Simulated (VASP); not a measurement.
# NbC (Fm-3m) in VASP: notebook

Runs on NbC. Level: PBE. Tasks: single point.

Program: VASP 6.6.1. These are calculated values, not measurements. Logs are shortened: lines on timing, memory, paths and dates and some standing lists are left out, and cuts for length are marked.

## 1. The cell of the first run

It takes space group Fm-3m (No. 225, cubic). The conventional cell has a = 4.469 Å, b = 4.469 Å, c = 4.469 Å, α = 90.00°, β = 90.00°, γ = 90.00°. Nb (site symmetry m-3m) has 6 C at 2.23 Å within 3.0 Å. Within 3.0 Å of C (site symmetry m-3m) lie 6 Nb at 2.23 Å.

## 2. Single point, PBE

Contents of INCAR:

```
SYSTEM = NbC
PREC = Accurate
ENCUT = 600
EDIFF = 1E-6
ISMEAR = -1
SIGMA = 0.1
LREAL = .False.
LASPH = .True.
NELM = 120
ALGO = Normal
ISIF = 2
LWAVE = .False.
LCHARG = .False.
GGA = PE
NBANDS = 16
GGA_COMPAT = .False.
```

Contents of KPOINTS:

```
Automatic mesh
0
Gamma
  4 4 4
  0 0 0
```

Contents of POSCAR:

```
NbC
1.0
    0.0000000000      2.2345500000      2.2345500000
    2.2345500000      0.0000000000      2.2345500000
    2.2345500000      2.2345500000      0.0000000000
Nb C
1 1
Direct
    0.0000000000      0.0000000000      0.0000000000
    0.5000000000      0.5000000000      0.5000000000
```

Potentials or basis: VASP PAW PBE potentials, release 64 (Nb_sv, C).

Launch:

```bash
$ cat potpaw_PBE.64/Nb_sv/POTCAR potpaw_PBE.64/C/POTCAR > POTCAR
$ mpirun -np 1 vasp_std > vasp.out
```

OUTCAR:

```text
SYSTEM = NbC
   PREC = Accurate
   ENCUT = 600
   EDIFF = 1E-6
   ISMEAR = -1
   LREAL = .False.
   LASPH = .True.
   NELM = 120
   ISIF = 2
   GGA = PE

 ion  position               nearest neighbor table
   1  0.000  0.000  0.000-   2 2.23   2 2.23   2 2.23   2 2.23   2 2.23   2 2.23
   2  0.500  0.500  0.500-   1 2.23   1 2.23   1 2.23   1 2.23   1 2.23   1 2.23

  LATTYP: Found a face centered cubic cell.
 ALAT       =     4.4691000000

  Lattice vectors:

 A1 = (   0.0000000000,   2.2345500000,   2.2345500000)
 A2 = (   2.2345500000,   0.0000000000,   2.2345500000)
 A3 = (   2.2345500000,   2.2345500000,   0.0000000000)

Analysis of symmetry for initial positions (statically):
=====================================================================
 Subroutine PRICEL returns:
 Original cell was already a primitive cell.

 Routine SETGRP: Setting up the symmetry group for a
 face centered cubic supercell.

 Subroutine GETGRP returns: Found 48 space group operations
 (whereof 48 operations were pure point group operations)
 out of a pool of 48 trial point group operations.

The static configuration has the point symmetry O_h .

Analysis of symmetry for dynamics (positions and initial velocities):
=====================================================================
 Subroutine PRICEL returns:
 Original cell was already a primitive cell.

 Routine SETGRP: Setting up the symmetry group for a
 face centered cubic supercell.

 Subroutine GETGRP returns: Found 48 space group operations
 (whereof 48 operations were pure point group operations)
 out of a pool of 48 trial point group operations.

The dynamic configuration has the point symmetry O_h .

 Subroutine INISYM returns: Found 48 space group operations
 (whereof 48 operations are pure point group operations),
 and found     1 'primitive' translations

----------------------------------------------------------------------------------------

                                     Primitive cell

  volume of cell :      22.3152

  direct lattice vectors                    reciprocal lattice vectors
     0.000000000  2.234550000  2.234550000    -0.223758699  0.223758699  0.223758699
     2.234550000  0.000000000  2.234550000     0.223758699 -0.223758699  0.223758699
     2.234550000  2.234550000  0.000000000     0.223758699  0.223758699 -0.223758699

  length of vectors
     3.160130916  3.160130916  3.160130916     0.387561435  0.387561435  0.387561435

  position of ions in fractional coordinates (direct lattice)
     0.000000000  0.000000000  0.000000000
     0.500000000  0.500000000  0.500000000

  ion indices of the primitive-cell ions
   primitive index   ion index
                 1           1
                 2           2

----------------------------------------------------------------------------------------

 KPOINTS: Automatic mesh

Automatic generation of k-mesh.
 Grid dimensions read from file:
 generate k-points for:    4    4    4

 Generating k-lattice:

  Cartesian coordinates                     Fractional coordinates (reciprocal lattice)
    -0.055939675  0.055939675  0.055939675     0.250000000  0.000000000  0.000000000
     0.055939675 -0.055939675  0.055939675     0.000000000  0.250000000  0.000000000
     0.055939675  0.055939675 -0.055939675     0.000000000  0.000000000  0.250000000

  Length of vectors
     0.096890359  0.096890359  0.096890359

  Shift w.r.t. Gamma in fractional coordinates (k-lattice)
     0.000000000  0.000000000  0.000000000

 Subroutine IBZKPT returns following result:
 ===========================================

 Found      8 irreducible k-points:

 Following reciprocal coordinates:
            Coordinates               Weight
  0.000000  0.000000  0.000000      1.000000
  0.250000  0.000000  0.000000      8.000000
  0.500000  0.000000  0.000000      4.000000
  0.250000  0.250000  0.000000      6.000000
  0.500000  0.250000  0.000000     24.000000
 -0.250000  0.250000  0.000000     12.000000
  0.500000  0.500000  0.000000      3.000000
 -0.250000  0.500000  0.250000      6.000000
   k-points           NKPTS =      8   k-points in BZ     NKDIM =      8   number of bands    NBANDS=     16
   number of dos      NEDOS =    301   number of ions     NIONS =      2
   total plane-waves  NPLWV =  21952
   dimension x,y,z NGX =    28 NGY =   28 NGZ =   28
   dimension x,y,z NGXF=    56 NGYF=   56 NGZF=   56
   ions per type =               1   1
   NGX,Y,Z   is equivalent  to a cutoff of  14.73, 14.73, 14.73 a.u.
   NGXF,Y,Z  is equivalent  to a cutoff of  29.46, 29.46, 29.46 a.u.
 SYSTEM =  NbC
   PREC   = accura    normal or accurate (medium, high low for compatibility)
   ISTART =      0    job   : 0-new  1-cont  2-samecut
   ICHARG =      2    charge: 1-file 2-atom 10-const
   ISPIN  =      1    spin polarized calculation?
   LNONCOLLINEAR =      F non collinear calculations
   LSORBIT =      F    spin-orbit coupling
   LASPH  =      T    aspherical Exc in radial PAW
   ENCUT  =  600.0 eV  44.10 Ry    6.64 a.u.   6.31  6.31  6.31*2*pi/ulx,y,z
   NELM   =    120;   NELMIN=  2; NELMDL= -5     # of ELM steps
   EDIFF  = 0.1E-05   stopping-criterion for ELM
   LREAL  =      F    real-space projection
   EDIFFG = 0.1E-04   stopping-criterion for IOM
   NSW    =      0    number of steps for IOM
   IBRION =     -1    ionic relax: 0-MD 1-quasi-New 2-CG
   NFREE  =      0    steps in history (QN), initial steepest desc. (CG)
   ISIF   =      2    stress and relaxation
   ISYM   =      2    0-nonsym 1-usesym 2-fastsym
   POTIM  = 0.5000    time-step for ionic-motion
   TEBEG  =    0.0;   TEEND  =   0.0 temperature during run
   PSTRESS=    0.0 pullay stress
   NELECT =      17.0000    total number of electrons
   NUPDOWN=      -1.0000    fix difference up-down
   EMIN   =  10.00;   EMAX   =-10.00  energy-range for DOS
   EFERMI =   0.00;   METHOD = LEGACY
   ISMEAR =    -1;   SIGMA  =   0.10  broadening in eV -4-tet -1-fermi 0-gaus
   EFERMI_NEDOS =   21; number of points for ismear=-14 and -15
   IALGO  =     38    algorithm
   IMIX   =      4    mixing-type and parameters
     AMIX     =   0.40;   BMIX     =  1.00
     AMIX_MAG =   1.60;   BMIX_MAG =  1.00
  volume/ion in A,a.u.               =      11.16        75.30
  Fermi-wavevector in a.u.,A,eV,Ry     =   1.495172  2.825465 30.416346  2.235538
  Thomas-Fermi vector in A             =   2.607351
   LORBIT       =      0    0 simple, 1 ext, 2 COOP (PROOUT), +10 PAW based schemes
   GGA     = PE    functional components
   LHFCALC =     F    Hartree Fock is set to
   AEXX    =    0.0000 exact exchange contribution
   IVDW    =     0    specifies the selected vdW correction
   LEPSILON=     F    determine dielectric tensor
   LRPA    =     F    only Hartree local field effects (RPA)
 non-spin polarized calculation
  energy-cutoff  :      600.00
  volume of cell :       22.32
 maximum number of plane-waves:       754
 NGX is ok and might be reduce to    28
   NGX = 13   NGY = 13   NGZ = 13

 number of electron      17.0000001 magnetization

 Free energy of the ion-electron system (eV)
  ---------------------------------------------------
  ext. energy  EPLUGINS =         0.00000000
  ---------------------------------------------------
  free energy    TOTEN  =       -20.39900960 eV

  energy without entropy =      -20.35340876  energy(sigma->0) =      -20.37620918

 E-fermi :  12.4508     XC(G=0): -13.0905

 val. band max:       12.4264328427   @ k =   0.0000   0.0000   0.0000
 cond. band min:      12.7688096309   @ k =   0.2500   0.0000   0.0000
 fundamental gap:      0.3423767882
 Fermi energy:        12.4508470575

 k-point     1 :       0.0000    0.0000    0.0000
  band No.  band energies     occupation
      1     -43.2710      2.00000
      2     -18.9691      2.00000
      3     -18.9691      2.00000
      4     -18.9691      2.00000
      5      -0.8338      2.00000
      6      11.2324      1.99999
[... 8 lines left out ...]
     15      22.5601      0.00000
     16      34.7696      0.00000

 k-point     2 :       0.2500    0.0000    0.0000
  band No.  band energies     occupation
      1     -43.2182      2.00000
      2     -19.4003      2.00000
      3     -19.0105      2.00000
      4     -19.0105      2.00000
      5       0.5911      2.00000
      6       7.9251      2.00000
[... 8 lines left out ...]
     15      25.1379      0.00000
     16      29.7307      0.00000

 k-point     3 :       0.5000    0.0000    0.0000
  band No.  band energies     occupation
      1     -43.1647      2.00000
      2     -19.8045      2.00000
      3     -19.0512      2.00000
      4     -19.0512      2.00000
      5       2.8514      2.00000
      6       5.0294      2.00000
[... 8 lines left out ...]
     15      25.0973      0.00000
     16      25.0973      0.00000

 k-point     4 :       0.2500    0.2500    0.0000
  band No.  band energies     occupation
      1     -43.2006      2.00000
      2     -19.3587      2.00000
      3     -19.1125      2.00000
      4     -19.1125      2.00000
      5       0.5846      2.00000
      6       7.2624      2.00000
[... 8 lines left out ...]
     15      26.5661      0.00000
     16      28.8247      0.00000

 k-point     5 :       0.5000    0.2500    0.0000
  band No.  band energies     occupation
      1     -43.1472      2.00000
      2     -19.6415      2.00000
      3     -19.2746      2.00000
      4     -19.1538      2.00000
      5       1.4993      2.00000
      6       6.8242      2.00000
[... 8 lines left out ...]
     15      25.1729      0.00000
     16      27.0910      0.00000

 k-point     6 :      -0.2500    0.2500    0.0000
  band No.  band energies     occupation
      1     -43.1650      2.00000
      2     -19.5643      2.00000
      3     -19.2988      2.00000
      4     -19.0525      2.00000
      5       1.8147      2.00000
      6       6.2953      2.00000
[... 8 lines left out ...]
     15      25.0150      0.00000
     16      27.0605      0.00000

 k-point     7 :       0.5000    0.5000    0.0000
  band No.  band energies     occupation
      1     -43.1296      2.00000
      2     -19.7007      2.00000
      3     -19.2542      2.00000
      4     -19.2542      2.00000
      5       0.5217      2.00000
      6       8.3751      2.00000
[... 8 lines left out ...]
     15      24.7566      0.00000
     16      30.3197      0.00000

 k-point     8 :      -0.2500    0.5000    0.2500
  band No.  band energies     occupation
      1     -43.1295      2.00000
      2     -19.4810      2.00000
      3     -19.4810      2.00000
      4     -19.2704      2.00000
      5       1.3338      2.00000
      6       7.9676      2.00000
[... 8 lines left out ...]
     15      25.5843      0.00000
     16      26.1479      0.00000

------------------------ aborting loop because EDIFF is reached ----------------------------------------

  FORCE on cell =-STRESS in cart. coord.  units (eV):
  Direction    XX          YY          ZZ          XY          YZ          ZX
  --------------------------------------------------------------------------------------
  -------------------------------------------------------------------------------------
  Total        0.5950698      0.5950698      0.5950698     -0.0000000     -0.0000000      0.0000000
  in kB       42.7246249     42.7246249     42.7246249     -0.0000000     -0.0000000      0.0000000
  external PRESSURE =      42.7246249 kB  Pullay stress =       0.0000000 kB

 VOLUME and BASIS-vectors are now :
 -----------------------------------------------------------------------------
  energy-cutoff  :      600.00
  volume of cell :       22.32
      direct lattice vectors                 reciprocal lattice vectors
     0.000000000  2.234550000  2.234550000    -0.223758699  0.223758699  0.223758699
     2.234550000  0.000000000  2.234550000     0.223758699 -0.223758699  0.223758699
     2.234550000  2.234550000  0.000000000     0.223758699  0.223758699 -0.223758699

 POSITION                                       TOTAL-FORCE (eV/Angst)
 -----------------------------------------------------------------------------------
      0.00000      0.00000      0.00000        -0.000000      0.000000      0.000000
      2.23455      2.23455      2.23455         0.000000     -0.000000     -0.000000
 -----------------------------------------------------------------------------------
    total drift:                               -0.000000      0.000000      0.000000

  FREE ENERGIE OF THE ION-ELECTRON SYSTEM (eV)
  ---------------------------------------------------
  free  energy   TOTEN  =       -20.3990096011 eV

  energy  without entropy=      -20.3534087598  energy(sigma->0) =      -20.37620918
```

Wall time 16 s (1 thread of Intel Xeon 8259CL, shared host); peak memory 0.15 GiB.

Results:

- Free energy: -20.3990 eV
- Pressure: 4.3 GPa
- Band gap on the k mesh: zero (an odd number of electrons rules out a gap without spin polarisation)

Caveat: the k points lie up to 0.61 Å⁻¹ apart, too coarse for converged energies and pressures of a metal; an odd number of electrons without spin polarisation forces a metal; a magnetic or distorted state may lie lower.

(Continued in part 2 of 2.)

The gap in the log of VASP goes by the Fermi energy; the results here count the filled bands.